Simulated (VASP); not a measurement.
# CdSe (F-43m) in VASP: a series of runs

CdSe is run at these levels: RPBE, PBE; tasks: single point, relaxation of cell and atoms.

All numbers are computed with VASP 6.6.1; they aren't measurements. Logs are shortened: lines on timing, memory, paths and dates and some standing lists are left out, and cuts for length are marked.

### Step 1. The cell of the first run

It takes space group F-43m (No. 216, cubic). Conventional cell: a = 6.285 Å, b = 6.285 Å, c = 6.285 Å, α = 90.00°, β = 90.00°, γ = 90.00°. Cd (site symmetry -43m) has 4 Se at 2.72 Å within 3.6 Å. Se (site symmetry -43m) has 4 Cd at 2.72 Å within 3.6 Å.

### Step 2. Single point, RPBE

Contents of INCAR:

```
PREC = Accurate
ENCUT = 520
EDIFF = 1E-6
ISMEAR = -1
SIGMA = 0.05
LREAL = False
LASPH = True
NELM = 80
ALGO = Normal
ISIF = 2
LWAVE = False
LCHARG = False
GGA = RP
NBANDS = 16
```

Contents of KPOINTS:

```
Automatic mesh
0
Gamma
  8 8 8
```

Contents of POSCAR:

```
CdSe
1.0
    0.0000000000      3.1424709889      3.1424709889
    3.1424709889      0.0000000000      3.1424709889
    3.1424709889      3.1424709889      0.0000000000
Cd Se
1 1
Direct
    0.0000000000      0.0000000000      0.0000000000
    0.2500000000      0.2500000000      0.2500000000
```

Potentials or basis: VASP PAW PBE potentials, release 64 (Cd, Se).

Command:

```sh
> cat potpaw_PBE.64/Cd/POTCAR potpaw_PBE.64/Se/POTCAR > POTCAR
> mpirun -np 1 vasp_std > vasp.out
```

OUTCAR:

```text
PREC = Accurate
   ENCUT = 520
   EDIFF = 1E-6
   ISMEAR = -1
   LREAL = False
   LASPH = True
   NELM = 80
   ISIF = 2
   GGA = RP

 ion  position               nearest neighbor table
   1  0.000  0.000  0.000-   2 2.72   2 2.72   2 2.72   2 2.72
   2  0.250  0.250  0.250-   1 2.72   1 2.72   1 2.72   1 2.72

  LATTYP: Found a face centered cubic cell.
 ALAT       =     6.2849419778

  Lattice vectors:

 A1 = (   0.0000000000,   3.1424709889,   3.1424709889)
 A2 = (   3.1424709889,   0.0000000000,   3.1424709889)
 A3 = (   3.1424709889,   3.1424709889,   0.0000000000)

Analysis of symmetry for initial positions (statically):
=====================================================================
 Subroutine PRICEL returns:
 Original cell was already a primitive cell.

 Routine SETGRP: Setting up the symmetry group for a
 face centered cubic supercell.

 Subroutine GETGRP returns: Found 24 space group operations
 (whereof 24 operations were pure point group operations)
 out of a pool of 48 trial point group operations.

The static configuration has the point symmetry T_d .

Analysis of symmetry for dynamics (positions and initial velocities):
=====================================================================
 Subroutine PRICEL returns:
 Original cell was already a primitive cell.

 Routine SETGRP: Setting up the symmetry group for a
 face centered cubic supercell.

 Subroutine GETGRP returns: Found 24 space group operations
 (whereof 24 operations were pure point group operations)
 out of a pool of 48 trial point group operations.

The dynamic configuration has the point symmetry T_d .

 Subroutine INISYM returns: Found 24 space group operations
 (whereof 24 operations are pure point group operations),
 and found     1 'primitive' translations

----------------------------------------------------------------------------------------

                                     Primitive cell

  volume of cell :      62.0646

  direct lattice vectors                    reciprocal lattice vectors
     0.000000000  3.142470989  3.142470989    -0.159110459  0.159110459  0.159110459
     3.142470989  0.000000000  3.142470989     0.159110459 -0.159110459  0.159110459
     3.142470989  3.142470989  0.000000000     0.159110459  0.159110459 -0.159110459

  length of vectors
[... 74 lines left out ...]
   ISTART =      0    job   : 0-new  1-cont  2-samecut
   ICHARG =      2    charge: 1-file 2-atom 10-const
   ISPIN  =      1    spin polarized calculation?
   LNONCOLLINEAR =      F non collinear calculations
   LSORBIT =      F    spin-orbit coupling
   LASPH  =      T    aspherical Exc in radial PAW
   ENCUT  =  520.0 eV  38.22 Ry    6.18 a.u.   8.26  8.26  8.26*2*pi/ulx,y,z
   NELM   =     80;   NELMIN=  2; NELMDL= -5     # of ELM steps
   EDIFF  = 0.1E-05   stopping-criterion for ELM
   LREAL  =      F    real-space projection
   EDIFFG = 0.1E-04   stopping-criterion for IOM
   NSW    =      0    number of steps for IOM
   IBRION =     -1    ionic relax: 0-MD 1-quasi-New 2-CG
   NFREE  =      0    steps in history (QN), initial steepest desc. (CG)
   ISIF   =      2    stress and relaxation
   ISYM   =      2    0-nonsym 1-usesym 2-fastsym
   POTIM  = 0.5000    time-step for ionic-motion
   TEBEG  =    0.0;   TEEND  =   0.0 temperature during run
   PSTRESS=    0.0 pullay stress
   NELECT =      18.0000    total number of electrons
   NUPDOWN=      -1.0000    fix difference up-down
   EMIN   =  10.00;   EMAX   =-10.00  energy-range for DOS
   EFERMI =   0.00;   METHOD = LEGACY
   ISMEAR =    -1;   SIGMA  =   0.05  broadening in eV -4-tet -1-fermi 0-gaus
   EFERMI_NEDOS =   21; number of points for ismear=-14 and -15
   IALGO  =     38    algorithm
   IMIX   =      4    mixing-type and parameters
     AMIX     =   0.40;   BMIX     =  1.00
     AMIX_MAG =   1.60;   BMIX_MAG =  1.00
  volume/ion in A,a.u.               =      31.03       209.42
  Fermi-wavevector in a.u.,A,eV,Ry     =   1.083638  2.047780 15.976943  1.174272
  Thomas-Fermi vector in A             =   2.219709
   LORBIT       =      0    0 simple, 1 ext, 2 COOP (PROOUT), +10 PAW based schemes
   GGA     = RP    functional components
   LHFCALC =     F    Hartree Fock is set to
   AEXX    =    0.0000 exact exchange contribution
   IVDW    =     0    specifies the selected vdW correction
   LEPSILON=     F    determine dielectric tensor
   LRPA    =     F    only Hartree local field effects (RPA)
 non-spin polarized calculation
  energy-cutoff  :      520.00
  volume of cell :       62.06
 maximum number of plane-waves:      1700
 NGX is ok and might be reduce to    36
   NGX = 17   NGY = 17   NGZ = 17

 number of electron      18.0000003 magnetization

 Free energy of the ion-electron system (eV)
  ---------------------------------------------------
  ext. energy  EPLUGINS =         0.00000000
  ---------------------------------------------------
  free energy    TOTEN  =        -4.87951651 eV

  energy without entropy =       -4.87949491  energy(sigma->0) =       -4.87950571

 E-fermi :   0.6699     XC(G=0):  -8.1912

 val. band max:        0.3373323598   @ k =   0.0000   0.0000   0.0000
 cond. band min:       0.9140183062   @ k =   0.0000   0.0000   0.0000
 fundamental gap:      0.5766859464
 Fermi energy:         0.6699493586

 k-point     1 :       0.0000    0.0000    0.0000
  band No.  band energies     occupation
      1     -11.7050      2.00000
      2      -7.3273      2.00000
      3      -7.3273      2.00000
      4      -7.3273      2.00000
      5      -7.0520      2.00000
      6      -7.0520      2.00000
[... 433 lines left out ...]
      3      -7.2119      2.00000
      4      -7.0633      2.00000
      5      -7.0389      2.00000
      6      -6.7550      2.00000
[... 8 lines left out ...]
     15      11.8656      0.00000
     16      12.7421      0.00000

 [... further k-points ...]
[... 5 lines left out ...]
  --------------------------------------------------------------------------------------
  -------------------------------------------------------------------------------------
  Total        0.0758378      0.0758378      0.0758378      0.0000000      0.0000000     -0.0000000
  in kB        1.9577288      1.9577288      1.9577288      0.0000000      0.0000000     -0.0000000
  external PRESSURE =       1.9577288 kB  Pullay stress =       0.0000000 kB

 VOLUME and BASIS-vectors are now :
 -----------------------------------------------------------------------------
  energy-cutoff  :      520.00
  volume of cell :       62.06
      direct lattice vectors                 reciprocal lattice vectors
     0.000000000  3.142470989  3.142470989    -0.159110459  0.159110459  0.159110459
     3.142470989  0.000000000  3.142470989     0.159110459 -0.159110459  0.159110459
     3.142470989  3.142470989  0.000000000     0.159110459  0.159110459 -0.159110459

 POSITION                                       TOTAL-FORCE (eV/Angst)
 -----------------------------------------------------------------------------------
      0.00000      0.00000      0.00000         0.000000     -0.000000     -0.000000
      1.57124      1.57124      1.57124        -0.000000      0.000000      0.000000
 -----------------------------------------------------------------------------------
    total drift:                               -0.000000     -0.000000     -0.000000

  FREE ENERGIE OF THE ION-ELECTRON SYSTEM (eV)
  ---------------------------------------------------
  free  energy   TOTEN  =        -4.8795165100 eV

  energy  without entropy=       -4.8794949115  energy(sigma->0) =       -4.87950571
```

stdout:

```text
POSCAR found type information on POSCAR CdSe
 POSCAR found :  2 types and       2 ions
 scaLAPACK will be used
 -----------------------------------------------------------------------------
|                                                                             |
|                                                                             |
|     You enforced a specific xc type in the INCAR file but a different       |
|     I HOPE YOU KNOW WHAT YOU ARE DOING!                                     |
|                                                                             |
 -----------------------------------------------------------------------------

 LDA part: xc-table for (Slater+PW92), standard interpolation
 POSCAR, INCAR and KPOINTS ok, starting setup
 FFT: planning ... GRIDC
 FFT: planning ... GRID_SOFT
 FFT: planning ... GRID
 WAVECAR not read
 entering main loop
```

It took 41 s on 1 thread of Intel Xeon Platinum 8375C at 2.90GHz (Ice Lake), shared host; peak memory 0.21 GiB.

What came out:

```
Free energy            : -4.8795 eV
Pressure               : 0.2 GPa
Band gap on the k mesh : 0.58 eV, direct
```

Caveat: the PAW data sets were made with another functional, which shifts forces and pressure a little.

### Step 3. Relaxation of cell and atoms, RPBE

This run uses another cell than the first one, of 28.94 Å³/atom, 0.933 times its volume.

Contents of INCAR:

```
ALGO = Normal
EDIFF = 1E-6
EDIFFG = -0.005
ENCUT = 600
GGA = RP
IBRION = 2
ISIF = 3
ISMEAR = -1
LASPH = T
LCHARG = F
LREAL = F
LWAVE = F
NELM = 80
NSW = 80
PREC = Accurate
SIGMA = 0.05
```

Contents of KPOINTS:

```
k-points
0
Gamma
  8 8 8
```

Contents of POSCAR:

```
CdSe
1.0
    0.0000000000      3.0702711986      3.0702711986
    3.0702711986      0.0000000000      3.0702711986
    3.0702711986      3.0702711986      0.0000000000
Cd Se
1 1
Direct
    0.0000000000      0.0000000000      0.0000000000
    0.2500000000      0.2500000000      0.2500000000
```

Potentials or basis: VASP PAW PBE potentials, release 64 (Cd, Se).

Command:

```sh
> cat potpaw_PBE.64/Cd/POTCAR potpaw_PBE.64/Se/POTCAR > POTCAR
> mpirun -np 1 vasp_std > vasp.out
```

It took 70 s on 1 thread of Intel Xeon Platinum 8375C at 2.90GHz (Ice Lake), shared host; peak memory 0.23 GiB.

Results (log left out):

| Property | Result |
| --- | --- |
| Free energy | -4.8783 eV |
| Relaxed volume | 31.15 Å³/atom |
| Relaxed cell | a = 4.450 Å, b = 4.450 Å, c = 4.450 Å, α = 60.00°, β = 60.00°, γ = 60.00° |
| Space group after relaxing (to 0.05 Å) | F-43m (No. 216) |
| Energy gained by relaxing | 22.1 meV/atom |
| Ionic steps | 3 |
| Pressure after relaxing | 0.0 GPa |
| Band gap on the k mesh | 0.57 eV, direct |

Step by step:
```csv
step,energy change (eV),largest force (eV/Å),pressure (GPa),volume (Å³)
1,0.0000,0.0000,3.42,57.88
2,-0.0426,0.0000,-0.54,63.21
3,-0.0441,0.0000,0.02,62.30
```

Final structure:
```xyz
2
Lattice="0.0000 3.1465 3.1465 3.1465 0.0000 3.1465 3.1465 3.1465 0.0000" Properties=species:S:1:pos:R:3 pbc="T T T"
Cd    0.0000    0.0000    0.0000
Se    1.5732    1.5732    1.5732
```

Levels at points of the mesh, in eV from the valence-band top:
| k point | band 6 | band 7 | band 8 | band 9 | band 10 | band 11 | band 12 | band 13 |
| --- | --- | --- | --- | --- | --- | --- | --- | --- |
| (0.00, 0.00, 0.00) | -7.39 | 0.00 | 0.00 | 0.00 | 0.57 | 5.99 | 5.99 | 5.99 |
| (0.50, 0.00, 0.00) | -7.16 | -3.77 | -0.61 | -0.61 | 2.38 | 6.49 | 6.49 | 7.32 |
| (0.50, 0.50, 0.00) | -7.10 | -3.59 | -1.51 | -1.51 | 3.50 | 3.72 | 8.88 | 9.73 |

Caveat: the PAW data sets were made with another functional, which shifts forces and pressure a little.

### Step 4. Single point, PBE, non-collinear spin, zero start, spin-orbit coupling

This run uses another cell than the first one, of 28.94 Å³/atom, 0.933 times its volume.

Contents of INCAR:

```
  PREC = Accurate
  ENCUT = 520
  EDIFF = 1E-7
  ISMEAR = -1
  SIGMA = 0.05
  LREAL = False
  LASPH = True
  NELM = 150
  ALGO = Normal
  ISIF = 2
  LWAVE = False
  LCHARG = True
  MAGMOM = 0 0 0 0 0 0
  LORBIT = 11
  LSORBIT = True
  GGA_COMPAT = False
  LORBMOM = True
  GGA = PE
  LVHAR = True
  NBANDS = 30
```

Contents of KPOINTS:

```
regular mesh
0
Gamma
  6 6 6
```

POSCAR is that of step 3.

Potentials or basis: VASP PAW PBE potentials, release 64 (Cd, Se).

Command:

```sh
> cat potpaw_PBE.64/Cd/POTCAR potpaw_PBE.64/Se/POTCAR > POTCAR
> mpirun -np 1 vasp_ncl > vasp.out
```

OUTCAR:

```text
PREC = Accurate
   ENCUT = 520
   EDIFF = 1E-7
   ISMEAR = -1
   LREAL = False
   LASPH = True
   NELM = 150
   ISIF = 2
   LORBIT = 11
   LSORBIT = True
   GGA = PE

 ion  position               nearest neighbor table
   1  0.000  0.000  0.000-   2 2.66   2 2.66   2 2.66   2 2.66
   2  0.250  0.250  0.250-   1 2.66   1 2.66   1 2.66   1 2.66

  LATTYP: Found a face centered cubic cell.
 ALAT       =     6.1405423972

  Lattice vectors:

 A1 = (   0.0000000000,   3.0702711986,   3.0702711986)
 A2 = (   3.0702711986,   0.0000000000,   3.0702711986)
 A3 = (   3.0702711986,   3.0702711986,   0.0000000000)
[... 1013 lines left out ...]
    -0.0000033    -0.0000033    -0.0000027     0.0000000    -0.0000009
    -0.0000036    -0.0000009     0.0000000    -0.0000009     0.0000000
 l=   3
     0.0000000     0.0000000     0.0000000     0.0000000     0.0000000     0.0000000     0.0000000
     0.0000000     0.0000000     0.0000000     0.0000000     0.0000000     0.0000000     0.0000000
     0.0000000     0.0000000     0.0000000     0.0000000     0.0000000     0.0000000     0.0000000
     0.0000000     0.0000000     0.0000000     0.0000000     0.0000000     0.0000000     0.0000000
     0.0000000     0.0000000     0.0000000     0.0000000     0.0000000     0.0000000     0.0000000
     0.0000000     0.0000000     0.0000000     0.0000000     0.0000000     0.0000000     0.0000000
     0.0000000     0.0000000     0.0000000     0.0000000     0.0000000     0.0000000     0.0000000

 total charge

# of ion       s       p       d       tot
------------------------------------------
    1        0.440   0.300   9.554  10.295
    2        1.444   2.383   0.020   3.847
--------------------------------------------------
tot          1.884   2.683   9.575  14.142

 magnetization (x)

# of ion       s       p       d       tot
------------------------------------------
    1       -0.000   0.000   0.000   0.000
    2       -0.000  -0.000  -0.000  -0.000
--------------------------------------------------
tot         -0.000  -0.000   0.000  -0.000

 magnetization (y)

# of ion       s       p       d       tot
------------------------------------------
    1        0.000   0.000   0.000   0.000
    2        0.000   0.000  -0.000  -0.000
--------------------------------------------------
tot          0.000   0.000   0.000   0.000

 magnetization (z)

# of ion       s       p       d       tot
------------------------------------------
    1       -0.000   0.000  -0.000  -0.000
    2       -0.000  -0.000  -0.000  -0.000
--------------------------------------------------
tot         -0.000  -0.000  -0.000  -0.000
```

OSZICAR:

```text
N       E                     dE             d eps       ncg     rms          rms(c)
DAV:   1     0.120841066735E+03    0.12084E+03   -0.84641E+03  1328   0.108E+03
DAV:   2     0.319651102439E+00   -0.12052E+03   -0.11472E+03  1458   0.279E+02
DAV:   3    -0.587270449075E+01   -0.61924E+01   -0.61469E+01  1538   0.635E+01
DAV:   4    -0.591626972984E+01   -0.43565E-01   -0.43554E-01  1488   0.524E+00
DAV:   5    -0.591652759416E+01   -0.25786E-03   -0.25786E-03  1574   0.369E-01    0.600E+00
DAV:   6    -0.555253862343E+01    0.36399E+00   -0.48187E-01  1594   0.935E+00    0.477E+00
DAV:   7    -0.553425346173E+01    0.18285E-01   -0.19045E-01  1440   0.297E+00    0.209E+00
DAV:   8    -0.553492876747E+01   -0.67531E-03   -0.16225E-02  1488   0.161E+00    0.533E-01
DAV:   9    -0.553491653335E+01    0.12234E-04   -0.81411E-04  1512   0.382E-01    0.193E-01
DAV:  10    -0.553508243809E+01   -0.16590E-03   -0.53172E-04  1452   0.251E-01    0.440E-02
DAV:  11    -0.553515332161E+01   -0.70884E-04   -0.14414E-04  1452   0.169E-01    0.348E-02
DAV:  12    -0.553516700749E+01   -0.13686E-04   -0.37000E-05  1458   0.518E-02    0.768E-03
DAV:  13    -0.553516682505E+01    0.18244E-06   -0.19674E-06  1482   0.935E-03    0.301E-03
DAV:  14    -0.553516713159E+01   -0.30654E-06   -0.90964E-07  1482   0.551E-03    0.278E-03
DAV:  15    -0.553516719547E+01   -0.63881E-07   -0.25693E-08  1184   0.146E-03
   1 F= -.55351672E+01 E0= -.55351175E+01  d E =-.994730E-04  mag=    -0.0000     0.0000    -0.0000
```

Run time: 2.3 min. Hardware: 1 thread of Intel Xeon Platinum 8375C at 2.90GHz (Ice Lake), shared host; peak memory 0.33 GiB.

What came out:

```yaml
Free_energy: -5.5352 eV
Pressure: 1.6 GPa
Net_moment: 0.00 μB per cell
Valence_electrons_inside_the_program's_atomic_spheres: Cd 10.29; Se 3.85
```

Moments on the atoms (μB; x, y, z):
```
Cd  0.00 0.00 0.00
Se  0.00 0.00 0.00
```

(Part 1 of 2 ends here.)
